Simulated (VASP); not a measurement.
Na, 1 atom in the cell. It takes space group Im-3m (No. 229, cubic). The conventional cell has a = 3.189 Å, b = 3.189 Å, c = 3.189 Å, α = 90.00°, β = 90.00°, γ = 90.00°. Na (site symmetry m-3m) has 14 Na at 2.76 to 3.19 Å within 3.6 Å. 

| Quantity | Value |
| --- | --- |
| Program | VASP 6.6.1 |
| Task | single point |
| Functional | PBE |
| Potentials or basis | VASP PAW PBE potentials, release 64 (Na_pv) |
| Cutoff | 520 eV |
| k mesh | 9 × 9 × 9 |
| Occupations | fermi-dirac, width 0.05 eV |
| Spin | no spin polarisation |
| Dipole correction | no |
| Further INCAR settings | ALGO = Fast; EDIFF = 1e-06; NBANDS = 10 |

Potentials or basis: VASP PAW PBE potentials, release 64 (Na_pv).

Run with:

```sh
$ cat potpaw_PBE.64/Na_pv/POTCAR > POTCAR
$ mpirun -np 1 vasp_std > vasp.out
```

Hardware: 1 thread of Intel Xeon 8259CL, on a shared host.

Q: How long does it take, and how much memory?

A: Wall time 6.6 s on 1 thread of Intel Xeon 8259CL (shared host), peak memory 0.13 GiB. Counts: scf iterations 10, k points 35.
